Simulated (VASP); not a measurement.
# C: single point with LDA

The system is C.

```
C
1.0
     0.00000    1.78014    1.78014
     1.78014    0.00000    1.78014
     1.78014    1.78014    0.00000
C
2
Cartesian
  1.7801 1.7801 1.7801
  2.6702 2.6702 2.6702
```

This cell differs from its parent crystal: strained cell.

| Item | Value |
| --- | --- |
| Program | VASP 6.6.1 |
| Task | single point |
| Functional | LDA |
| Potentials or basis | VASP PAW LDA potentials, release 64 (C_h) |
| Cutoff | 1300 eV |
| k mesh | 12 × 12 × 12 |
| Occupations | gaussian, width 0.02 eV |
| Spin | no spin polarisation |

```yaml
Pressure: -9.9 GPa
Band_gap_on_the_k_mesh: 4.14 eV (least direct gap 5.56 eV)
```

Levels at points of the mesh, in eV from the valence-band top:
| k point | band 1 | band 2 | band 3 | band 4 | band 5 | band 6 | band 7 | band 8 |
| --- | --- | --- | --- | --- | --- | --- | --- | --- |
| (0.00, 0.00, 0.00) | -21.39 | 0.00 | 0.00 | 0.00 | 5.56 | 5.56 | 5.56 | 13.67 |
| (0.50, 0.00, 0.00) | -15.52 | -13.42 | -2.80 | -2.80 | 8.41 | 8.41 | 9.08 | 15.45 |
| (0.50, 0.50, 0.00) | -12.65 | -12.65 | -6.33 | -6.33 | 4.72 | 4.72 | 16.70 | 16.70 |

Wall time 13 s on 1 thread of AMD EPYC 9R45 96-Core Processor (Zen 5), on a shared host, peak memory 0.12 GiB.

Caveat: the cell differs from its parent crystal (strained cell); the cell stands under tension. A k mesh can miss the band edges.
